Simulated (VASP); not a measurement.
# Al2O3 (R-3c) in VASP: a series of runs, part 2 of 2

VASP 6.6.1.

**4. Single point, PBE**

This run uses another cell than the first one: it holds 40 atoms, not 10.

File INCAR:

```
SYSTEM = Al2O3
PREC = Accurate
ENCUT = 520
EDIFF = 1E-6
ISMEAR = 0
SIGMA = 0.02
LREAL = Auto
LASPH = .TRUE.
NELM = 100
ALGO = Normal
ISIF = 2
LWAVE = .FALSE.
LCHARG = .TRUE.
GGA = PE
LELF = .TRUE.
LVHAR = .TRUE.
NBANDS = 122
```

File KPOINTS:

```
Automatic mesh
0
Gamma
  2 2 2
  0.5 0.5 0.5
```

File POSCAR:

```
Al2O3
1.0
   -4.8085976127     -2.7762451261      4.3749117470
    4.8085976127     -2.7762451261      4.3749117470
    0.0000000000      5.5524902522      4.3749117470
Al O
16 24
Direct
    0.1478748935      0.1478748935      0.1478748935
    0.6478748935      0.6478748935      0.1478748935
    0.6478748935      0.1478748935      0.6478748935
    0.1478748935      0.6478748935      0.6478748935
    0.3521251065      0.3521251065      0.3521251065
    0.8521251065      0.8521251065      0.3521251065
    0.8521251065      0.3521251065      0.8521251065
    0.3521251065      0.8521251065      0.8521251065
    0.6478748935      0.6478748935      0.6478748935
    0.1478748935      0.1478748935      0.6478748935
    0.1478748935      0.6478748935      0.1478748935
    0.6478748935      0.1478748935      0.1478748935
    0.8521251065      0.8521251065      0.8521251065
    0.3521251065      0.3521251065      0.8521251065
    0.3521251065      0.8521251065      0.3521251065
    0.8521251065      0.3521251065      0.3521251065
    0.4030814021      0.5969185979      0.7500000000
    0.9030814021      0.0969185979      0.7500000000
    0.9030814021      0.5969185979      0.2500000000
    0.4030814021      0.0969185979      0.2500000000
    0.4030814021      0.2500000000      0.5969185979
    0.9030814021      0.7500000000      0.5969185979
    0.9030814021      0.2500000000      0.0969185979
    0.4030814021      0.7500000000      0.0969185979
    0.5969185979      0.7500000000      0.4030814021
    0.0969185979      0.2500000000      0.4030814021
    0.0969185979      0.7500000000      0.9030814021
    0.5969185979      0.2500000000      0.9030814021
    0.7500000000      0.4030814021      0.5969185979
    0.2500000000      0.9030814021      0.5969185979
    0.2500000000      0.4030814021      0.0969185979
    0.7500000000      0.9030814021      0.0969185979
    0.2500000000      0.5969185979      0.4030814021
    0.7500000000      0.0969185979      0.4030814021
    0.7500000000      0.5969185979      0.9030814021
    0.2500000000      0.0969185979      0.9030814021
    0.5969185979      0.4030814021      0.2500000000
    0.0969185979      0.9030814021      0.2500000000
    0.0969185979      0.4030814021      0.7500000000
    0.5969185979      0.9030814021      0.7500000000
```

Potentials or basis: VASP PAW PBE potentials, release 64 (Al, O).

Run with:

```console
cat potpaw_PBE.64/Al/POTCAR potpaw_PBE.64/O/POTCAR > POTCAR
mpirun -np 1 vasp_std > vasp.out
```

OUTCAR:

```text
SYSTEM = Al2O3
   PREC = Accurate
   ENCUT = 520
   EDIFF = 1E-6
   ISMEAR = 0
   LREAL = Auto
   LASPH = .TRUE.
   NELM = 100
   ISIF = 2
   GGA = PE

 ion  position               nearest neighbor table
   1  0.148  0.148  0.148-  36 1.87  38 1.87  23 1.87  26 1.99  31 1.99  20 1.99   5 2.68  14 2.82
                            15 2.82  16 2.82   6 3.25   8 3.25   7 3.25
   2  0.648  0.648  0.148-  35 1.87  37 1.87  24 1.87  25 1.99  32 1.99  19 1.99   6 2.68  13 2.82
                            15 2.82  16 2.82   5 3.25   8 3.25   7 3.25
   3  0.648  0.148  0.648-  34 1.87  40 1.87  21 1.87  28 1.99  29 1.99  18 1.99   7 2.68  16 2.82
                            14 2.82  13 2.82   8 3.25   6 3.25   5 3.25
   4  0.148  0.648  0.648-  33 1.87  39 1.87  22 1.87  27 1.99  30 1.99  17 1.99   8 2.68  15 2.82
                            14 2.82  13 2.82   7 3.25   6 3.25   5 3.25
   5  0.352  0.352  0.352-  21 1.87  37 1.87  33 1.87  26 1.99  31 1.99  20 1.99   1 2.68  10 2.82
                            11 2.82  12 2.82   2 3.25   4 3.25   3 3.25
   6  0.852  0.852  0.352-  22 1.87  38 1.87  34 1.87  25 1.99  32 1.99  19 1.99   2 2.68   9 2.82
                            11 2.82  12 2.82   1 3.25   4 3.25   3 3.25
   7  0.852  0.352  0.852-  23 1.87  39 1.87  35 1.87  28 1.99  29 1.99  18 1.99   3 2.68  12 2.82
                            10 2.82   9 2.82   4 3.25   2 3.25   1 3.25
   8  0.352  0.852  0.852-  24 1.87  40 1.87  36 1.87  27 1.99  30 1.99  17 1.99   4 2.68  11 2.82
                            10 2.82   9 2.82   3 3.25   2 3.25   1 3.25
   9  0.648  0.648  0.648-  25 1.87  17 1.87  29 1.87  22 1.99  35 1.99  40 1.99  13 2.68   6 2.82
[... 46 lines left out ...]
 A1 = (  -4.8085976127,  -2.7762451261,   4.3749117470)
 A2 = (   4.8085976127,  -2.7762451261,   4.3749117470)
 A3 = (   0.0000000000,   5.5524902522,   4.3749117470)

Analysis of symmetry for initial positions (statically):
=====================================================================
 Subroutine PRICEL returns following result:

  LATTYP: Found a trigonal (rhomboedric) cell.
 ALAT       =     5.1814466893
 COS(alpha) =     0.5693694773

  Lattice vectors:

 A1 = (  -0.0000000000,  -2.7762451261,   4.3749117470)
 A2 = (   2.4042988063,   1.3881225630,   4.3749117470)
 A3 = (  -2.4042988064,   1.3881225630,   4.3749117470)

[... 170 lines left out ...]
 Free energy of the ion-electron system (eV)
  ---------------------------------------------------
  ext. energy  EPLUGINS =         0.00000000
  ---------------------------------------------------
  free energy    TOTEN  =      -299.26265044 eV

  energy without entropy =     -299.26265044  energy(sigma->0) =     -299.26265044

 E-fermi :   5.8441     XC(G=0): -11.5378

 val. band max:        5.7015764052   @ k =   0.2500   0.2500   0.2500
 cond. band min:      12.6479874841   @ k =   0.2500   0.2500   0.2500
 fundamental gap:      6.9464110789
 Fermi energy:         5.8440574766

 k-point     1 :       0.2500    0.2500    0.2500
  band No.  band energies     occupation
      1     -12.9558      2.00000
      2     -12.2090      2.00000
      3     -12.2090      2.00000
      4     -12.2090      2.00000
      5     -11.6933      2.00000
      6     -11.6933      2.00000
[... 100 lines left out ...]
    107      15.3817      0.00000
    108      15.7860      0.00000

 k-point     2 :      -0.2500    0.2500    0.2500
  band No.  band energies     occupation
      1     -12.9097      2.00000
      2     -12.3075      2.00000
      3     -12.2388      2.00000
      4     -12.2388      2.00000
      5     -11.7805      2.00000
      6     -11.6446      2.00000
[... 100 lines left out ...]
    107      15.6656      0.00000
    108      15.9065      0.00000
 [bands above 108 left out]

------------------------ aborting loop because EDIFF is reached ----------------------------------------

  FORCE on cell =-STRESS in cart. coord.  units (eV):
  Direction    XX          YY          ZZ          XY          YZ          ZX
  --------------------------------------------------------------------------------------
  -------------------------------------------------------------------------------------
  Total       -0.2451549     -0.2451549     -0.4865457     -0.0000000      0.0000000     -0.0000000
  in kB       -1.1208677     -1.1208677     -2.2245255     -0.0000000      0.0000000     -0.0000000
  external PRESSURE =      -1.4887537 kB  Pullay stress =       0.0000000 kB

 VOLUME and BASIS-vectors are now :
 -----------------------------------------------------------------------------
  energy-cutoff  :      520.00
  volume of cell :      350.43
      direct lattice vectors                 reciprocal lattice vectors
    -4.808597613 -2.776245126  4.374911747    -0.103980420 -0.060033124  0.076192013
     4.808597613 -2.776245126  4.374911747     0.103980420 -0.060033124  0.076192013
     0.000000000  5.552490252  4.374911747     0.000000000  0.120066247  0.076192013

 POSITION                                       TOTAL-FORCE (eV/Angst)
 -----------------------------------------------------------------------------------
      0.00000      0.00000      1.94082         0.000000     -0.000000     -0.009389
      0.00000     -2.77625      6.31573         0.000000     -0.000000     -0.009389
     -2.40430      1.38812      6.31573         0.000000     -0.000000     -0.009389
      2.40430      1.38812      6.31573         0.000000     -0.000000     -0.009389
      0.00000      0.00000      4.62155         0.000000     -0.000000      0.009389
      0.00000     -2.77625      8.99646         0.000000     -0.000000      0.009389
[... 32 lines left out ...]
      1.47221      2.77625      5.46864         0.005657     -0.000000      0.000000
      1.47221      0.00000      9.84355         0.005657     -0.000000      0.000000
 -----------------------------------------------------------------------------------
    total drift:                                0.000000      0.000000      0.000000

  FREE ENERGIE OF THE ION-ELECTRON SYSTEM (eV)
  ---------------------------------------------------
  free  energy   TOTEN  =      -299.2626504363 eV

  energy  without entropy=     -299.2626504363  energy(sigma->0) =     -299.26265044
```

It took 70 s on 1 thread of Intel Xeon 6975P-C (Granite Rapids), shared host; peak memory 0.38 GiB.

What came out:

| Property | Result |
| --- | --- |
| Free energy | -299.2627 eV |
| Pressure | -0.1 GPa |
| Largest force | 0.009 eV/Å |
| Band gap on the k mesh | 6.95 eV |

Forces on the atoms (eV/Å):
```
Al   0.000  0.000 -0.009
Al   0.000  0.000 -0.009
Al   0.000  0.000 -0.009
Al   0.000  0.000 -0.009
Al   0.000  0.000  0.009
Al   0.000  0.000  0.009
Al   0.000  0.000  0.009
Al   0.000  0.000  0.009
Al   0.000  0.000 -0.009
Al   0.000  0.000 -0.009
Al   0.000  0.000 -0.009
Al   0.000  0.000 -0.009
Al   0.000  0.000  0.009
Al   0.000  0.000  0.009
Al   0.000  0.000  0.009
Al   0.000  0.000  0.009
O   -0.006  0.000  0.000
O   -0.006  0.000  0.000
O   -0.006  0.000  0.000
O   -0.006  0.000  0.000
O   -0.003 -0.005  0.000
O   -0.003 -0.005  0.000
O   -0.003 -0.005  0.000
O   -0.003 -0.005  0.000
O    0.003  0.005  0.000
O    0.003  0.005  0.000
O    0.003  0.005  0.000
O    0.003  0.005  0.000
O    0.003 -0.005  0.000
O    0.003 -0.005  0.000
O    0.003 -0.005  0.000
O    0.003 -0.005  0.000
O   -0.003  0.005  0.000
O   -0.003  0.005  0.000
O   -0.003  0.005  0.000
O   -0.003  0.005  0.000
O    0.006  0.000  0.000
O    0.006  0.000  0.000
O    0.006  0.000  0.000
O    0.006  0.000  0.000
```

**5. Relaxation of cell and atoms, PBE**

This run uses another cell than the first one, of 8.74 Å³/atom, 0.998 times its volume.

File INCAR:

```
ALGO = Normal
EDIFF = 1E-7
EDIFFG = -0.005
ENCUT = 600
GGA = PE
IBRION = 2
ISIF = 3
ISMEAR = 0
LASPH = T
LCHARG = F
LREAL = F
LWAVE = F
NELM = 80
NSW = 100
PREC = Accurate
SIGMA = 0.02
```

File KPOINTS:

```
k-points
0
Gamma
  6 6 6
```

File POSCAR:

```
Al2O3
1.0
    2.4025136104      1.3870918797      4.3720844159
   -2.4025136104      1.3870918797      4.3720844159
    0.0000000000     -2.7741837594      4.3720844159
Al O
4 6
Direct
    0.1479040000      0.1479040000      0.1479040000
    0.3520960000      0.3520960000      0.3520960000
    0.6479040000      0.6479040000      0.6479040000
    0.8520960000      0.8520960000      0.8520960000
    0.9438545000      0.5561455000      0.2500000000
    0.4438545000      0.7500000000      0.0561455000
    0.5561455000      0.2500000000      0.9438545000
    0.2500000000      0.9438545000      0.5561455000
    0.7500000000      0.0561455000      0.4438545000
    0.0561455000      0.4438545000      0.7500000000
```

Run with:

```console
cat potpaw_PBE.64/Al/POTCAR potpaw_PBE.64/O/POTCAR > POTCAR
mpirun -np 1 vasp_std > vasp.out
```

It took 78 s on 1 thread of Intel Xeon 6975P-C (Granite Rapids), shared host; peak memory 0.3 GiB.

The run converged. Its results:

* Free energy: -74.8321 eV
* Energy gained by relaxing: 0.0 meV/atom
* Ionic steps: 2
* Pressure after relaxing: 0.0 GPa
* Largest force after relaxing: 0.004 eV/Å
* Band gap on the k mesh: 5.87 eV, direct

Forces in eV/Å, atoms in the order of the input:
```
Al   0.000  0.000 -0.004
Al   0.000  0.000  0.004
Al   0.000  0.000 -0.004
Al   0.000  0.000  0.004
O    0.002  0.000  0.000
O    0.001  0.002  0.000
O   -0.001 -0.002  0.000
O   -0.001  0.002  0.000
O    0.001 -0.002  0.000
O   -0.002  0.000  0.000
```

Final structure:
```xyz
10
Lattice="2.4028 1.3872 4.3713 -2.4028 1.3872 4.3713 0.0000 -2.7745 4.3713" Properties=species:S:1:pos:R:3 pbc="T T T"
Al    0.0000    0.0000    1.9390
Al    0.0000    0.0000    4.6180
Al    0.0000    0.0000    8.4960
Al    0.0000    0.0000   11.1750
O     0.9313    1.3872    7.6498
O    -0.7357    1.5002    5.4642
O     0.7357   -1.5002    7.6498
O    -1.6671    0.1129    7.6498
O     1.6671   -0.1129    5.4642
O    -0.9313   -1.3872    5.4642
```

Levels at points of the mesh, in eV from the valence-band top:
```tsv
k point	band 20	band 21	band 22	band 23	band 24	band 25	band 26	band 27	band 28	band 29
(0.00, 0.00, 0.00)	-0.46	-0.46	-0.03	-0.03	0.00	5.87	8.92	10.39	11.29	11.29
(0.50, 0.00, 0.00)	-1.29	-0.86	-0.86	-0.25	-0.25	9.16	9.16	9.37	9.37	11.61
(0.50, 0.50, 0.00)	-1.25	-0.97	-0.87	-0.70	-0.23	9.38	9.50	9.63	10.15	10.92
(0.50, 0.50, 0.50)	-1.93	-0.35	-0.35	-0.35	-0.35	8.37	8.37	10.86	10.86	12.11
```

As with any semilocal functional, this PBE gap is likely too small.

**6. Overview**

```tsv
task	cell	k mesh	cutoff (eV)	gap on the mesh (eV)	pressure (GPa)	largest force (eV/Å)
single point	a = 5.181 Å, angles 55.3°, 10 atoms	6 × 6 × 6	520	5.85	-0.1	0.01
single point	a = 7.069 Å, angles 85.7°, 40 atoms	2 × 2 × 2, shifted	520	6.95	-0.1	0.01
relaxation of cell and atoms	relaxed from a = 5.178 Å, angles 55.3°, 10 atoms	6 × 6 × 6	600	5.87	0.0	-
```

Alike in all rows: level PBE; potentials or basis VASP PAW PBE potentials, release 64 (Al, O); no spin polarisation; smearing gaussian 0.02 eV.

Absolute energies hang on the potentials; compare differences alone.
